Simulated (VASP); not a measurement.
# Ti in VASP: a series of runs, part 2 of 2

VASP 6.6.1. Earlier steps stand in the parts before.

### 5 Single point, PBE

File INCAR:

```
SYSTEM = Ti
ALGO     = Normal         ! electronic algorithm
EDIFF    = 1E-6           ! SCF threshold, eV
ENCUT    = 520            ! plane-wave cutoff, eV
GGA      = PE             ! functional
ISIF     = 2              ! what is computed and relaxed
ISMEAR   = 1              ! smearing method
LASPH    = .TRUE.         ! aspherical terms in the spheres
LCHARG   = .FALSE.        ! write CHGCAR
LREAL    = .FALSE.        ! projectors in reciprocal space
LWAVE    = .FALSE.        ! write WAVECAR
NBANDS   = 12             ! bands
NELM     = 80             ! most SCF steps
PREC     = Accurate       ! precision mode
SIGMA    = 0.025          ! smearing width, eV
```

File KPOINTS:

```
k-points
0
G
  14 14 14
  0 0 0
```

File POSCAR:

```
Ti
1.0
   -1.6410000000      1.6410000000      1.6410000000
    1.6410000000     -1.6410000000      1.6410000000
    1.6410000000      1.6410000000     -1.6410000000
Ti
1
Direct
    0.0000000000      0.0000000000      0.0000000000
```

Potentials or basis: VASP PAW PBE potentials, release 64 (Ti_sv).

Launch:

```
cat potpaw_PBE.64/Ti_sv/POTCAR > POTCAR
mpirun -np 1 vasp_std > vasp.out
```

OUTCAR:

```text
SYSTEM = Ti
   EDIFF = 1E-6
   ENCUT = 520
   GGA = PE
   ISIF = 2
   ISMEAR = 1
   LASPH = .TRUE.
   LREAL = .FALSE.
   NELM = 80
   PREC = Accurate

 ion  position               nearest neighbor table
   1  0.000  0.000  0.000-

  LATTYP: Found a body centered cubic cell.
 ALAT       =     3.2820000000

  Lattice vectors:

 A1 = (  -1.6410000000,   1.6410000000,   1.6410000000)
 A2 = (   1.6410000000,  -1.6410000000,   1.6410000000)
 A3 = (   1.6410000000,   1.6410000000,  -1.6410000000)

Analysis of symmetry for initial positions (statically):
=====================================================================
 Subroutine PRICEL returns:
 Original cell was already a primitive cell.

 Routine SETGRP: Setting up the symmetry group for a
 body centered cubic supercell.

 Subroutine GETGRP returns: Found 48 space group operations
 (whereof 48 operations were pure point group operations)
 out of a pool of 48 trial point group operations.

The static configuration has the point symmetry O_h .

Analysis of symmetry for dynamics (positions and initial velocities):
[... 158 lines left out ...]
 E-fermi :   7.8863     XC(G=0): -11.4120

 val. band max:        7.8822305177   @ k =   0.3571   0.2143   0.0000
 cond. band min:       7.8938593860   @ k =  -0.2857   0.2857   0.2143
 fundamental gap:      0.0116288684
 Fermi energy:         7.8862843234

 k-point     1 :       0.0000    0.0000    0.0000
  band No.  band energies     occupation
      1     -48.6646      2.00000
      2     -24.5408      2.00000
      3     -24.5408      2.00000
      4     -24.5408      2.00000
      5       1.9906      2.00000
      6       8.8753      0.00000
      7       8.8753      0.00000
      8       8.8753      0.00000
      9      10.5939      0.00000
     10      10.5939      0.00000
     11      25.1915      0.00000
     12      25.1915      0.00000
[... 331 lines left out ...]
 k-point    24 :       0.3571    0.2857    0.0000
  band No.  band energies     occupation
      1     -48.5281      2.00000
      2     -25.0228      2.00000
      3     -24.9244      2.00000
      4     -24.6179      2.00000
      5       6.8243      2.00000
      6       7.3750      2.00000
      7       7.5444      2.00000
      8      10.6935      0.00000
      9      10.9197      0.00000
     10      14.8872      0.00000
     11      16.1914      0.00000
     12      17.2320      0.00000

 [... further k-points ...]
[... 5 lines left out ...]
  --------------------------------------------------------------------------------------
  -------------------------------------------------------------------------------------
  Total       -0.2959676     -0.2959676     -0.2959676      0.0000000      0.0000000     -0.0000000
  in kB      -26.8268122    -26.8268122    -26.8268122      0.0000000      0.0000000     -0.0000000
  external PRESSURE =     -26.8268122 kB  Pullay stress =       0.0000000 kB

 VOLUME and BASIS-vectors are now :
 -----------------------------------------------------------------------------
  energy-cutoff  :      520.00
  volume of cell :       17.68
      direct lattice vectors                 reciprocal lattice vectors
    -1.641000000  1.641000000  1.641000000     0.000000000  0.304692261  0.304692261
     1.641000000 -1.641000000  1.641000000     0.304692261  0.000000000  0.304692261
     1.641000000  1.641000000 -1.641000000     0.304692261  0.304692261  0.000000000

 POSITION                                       TOTAL-FORCE (eV/Angst)
 -----------------------------------------------------------------------------------
      0.00000      0.00000      0.00000        -0.000000      0.000000      0.000000
 -----------------------------------------------------------------------------------
    total drift:                                0.000000      0.000000      0.000000

  FREE ENERGIE OF THE ION-ELECTRON SYSTEM (eV)
  ---------------------------------------------------
  free  energy   TOTEN  =        -7.7180135840 eV

  energy  without entropy=       -7.7176501117  energy(sigma->0) =       -7.71789243
```

OSZICAR:

```text
N       E                     dE             d eps       ncg     rms          rms(c)
DAV:   1     0.875420205823E+02    0.87542E+02   -0.65088E+03  2512   0.119E+03
DAV:   2    -0.436351620831E+01   -0.91906E+02   -0.89280E+02  2532   0.298E+02
DAV:   3    -0.870567147544E+01   -0.43422E+01   -0.42851E+01  3484   0.652E+01
DAV:   4    -0.879192307106E+01   -0.86252E-01   -0.86149E-01  2824   0.832E+00
DAV:   5    -0.879410628549E+01   -0.21832E-02   -0.21832E-02  2896   0.114E+00    0.816E+00
DAV:   6    -0.771188530010E+01    0.10822E+01   -0.27689E+00  2704   0.227E+01    0.202E+00
DAV:   7    -0.770889328103E+01    0.29920E-02   -0.69065E-02  2952   0.272E+00    0.123E+00
DAV:   8    -0.771752869250E+01   -0.86354E-02   -0.33758E-02  2640   0.211E+00    0.108E-01
DAV:   9    -0.771799442023E+01   -0.46573E-03   -0.20687E-03  2988   0.402E-01    0.723E-02
DAV:  10    -0.771801833935E+01   -0.23919E-04   -0.33529E-04  2656   0.190E-01    0.277E-02
DAV:  11    -0.771801494849E+01    0.33909E-05   -0.59073E-05  2716   0.114E-01    0.110E-02
DAV:  12    -0.771801303893E+01    0.19096E-05   -0.41922E-06  3020   0.226E-02    0.199E-03
DAV:  13    -0.771801358401E+01   -0.54508E-06   -0.18983E-07  1584   0.377E-03
   1 F= -.77180136E+01 E0= -.77178924E+01  d E =-.363472E-03
```

It took 30 s on 1 thread of Intel Xeon 6975P-C, shared host; peak memory 0.15 GiB.

What came out:

| Quantity | Value |
| --- | --- |
| Free energy | -7.7180 eV |
| Pressure | -2.7 GPa |
| Band gap on the k mesh | zero (band 6 reaches 8.88 eV, above the bottom of band 7 at 7.25 eV) |

Levels at points of the mesh, in eV from the Fermi level:
```csv
k point,band 3,band 4,band 5,band 6,band 7,band 8,band 9,band 10
"(0.00, 0.00, 0.00)",-32.43,-32.43,-5.90,0.99,0.99,0.99,2.71,2.71
"(0.50, 0.00, 0.00)",-32.63,-32.43,-2.39,-0.36,1.11,2.69,3.03,4.19
"(0.50, 0.50, 0.50)",-32.86,-32.86,-2.03,-2.03,3.85,3.85,3.85,8.26
```

### 6 Single point, PBE (x and y stretched by +3 %, z held)

File INCAR:

```
  ALGO = Normal
  EDIFF = 1E-6
  ENCUT = 520
  GGA = PE
  ISIF = 2
  ISMEAR = -1
  LASPH = True
  LCHARG = False
  LREAL = False
  LWAVE = False
  NBANDS = 12
  NELM = 80
  PREC = Accurate
  SIGMA = 0.05
```

File KPOINTS:

```
k-points
0
Gamma
  14 14 14
```

File POSCAR:

```
Ti
1.0
   -1.6902300000      1.6902300000      1.6410000000
    1.6902300000     -1.6902300000      1.6410000000
    1.6902300000      1.6902300000     -1.6410000000
Ti
1
Direct
    0.0000000000      0.0000000000      0.0000000000
```

Potentials or basis: VASP PAW PBE potentials, release 64 (Ti_sv).

Launch:

```
cat potpaw_PBE.64/Ti_sv/POTCAR > POTCAR
mpirun -np 1 vasp_std > vasp.out
```

Wall time 57 s (1 thread of Intel Xeon 6975P-C, shared host); peak memory 0.18 GiB.

Results (log left out):

```
Free energy            : -7.6956 eV
Pressure               : -7.8 GPa
Band gap on the k mesh : zero (band 6 reaches 8.23 eV, above the bottom of band 7 at 6.74 eV)
```

Stress tensor (GPa, compression positive):
```
-7.47  0.00  0.00
 0.00 -7.47  0.00
 0.00  0.00 -8.36
```

Levels at points of the mesh, in eV from the Fermi level:
| k point | band 4 | band 5 | band 6 | band 7 | band 8 | band 9 |
| --- | --- | --- | --- | --- | --- | --- |
| (0.00, 0.00, 0.00) | -32.62 | -5.78 | 0.79 | 0.98 | 0.98 | 2.39 |
| (0.50, 0.00, 0.00) | -32.63 | -2.27 | -0.40 | 1.00 | 2.52 | 2.87 |
| (0.50, 0.50, 0.00) | -32.62 | -2.28 | -0.17 | 0.81 | 2.33 | 2.74 |
| (0.50, 0.50, 0.50) | -32.97 | -1.89 | -1.83 | 3.53 | 3.53 | 3.58 |

Caveat: the cell differs from its parent crystal (x and y stretched by +3 %, z held).

### 7 Overview

| cell | smearing | gap on the mesh (eV) | pressure (GPa) |
| --- | --- | --- | --- |
| a = 2.842 Å, angles 109.5°, 1 atom | fermi-dirac 0.01 eV | none | -2.7 |
| a = 2.842 Å, angles 109.5°, 1 atom | methfessel-paxton 0.15 eV | none | -2.7 |
| a = 2.842 Å, angles 109.5°, 1 atom | tetrahedron | none | -2.8 |
| a = 2.842 Å, angles 109.5°, 1 atom | methfessel-paxton 0.025 eV | none | -2.7 |
| a = 2.899 Å, angles 108.7, 108.7, 111.1°, 1 atom | fermi-dirac 0.05 eV | none | -7.8 |

Alike in all rows: task single point; level PBE; potentials or basis VASP PAW PBE potentials, release 64 (Ti_sv); no spin polarisation; k mesh 14 × 14 × 14; cutoff (eV) 520.

Every run on the cell as given and a fine mesh finds a metal.

Total energies depend on the potentials used, so only differences within one code and one set of settings carry meaning.
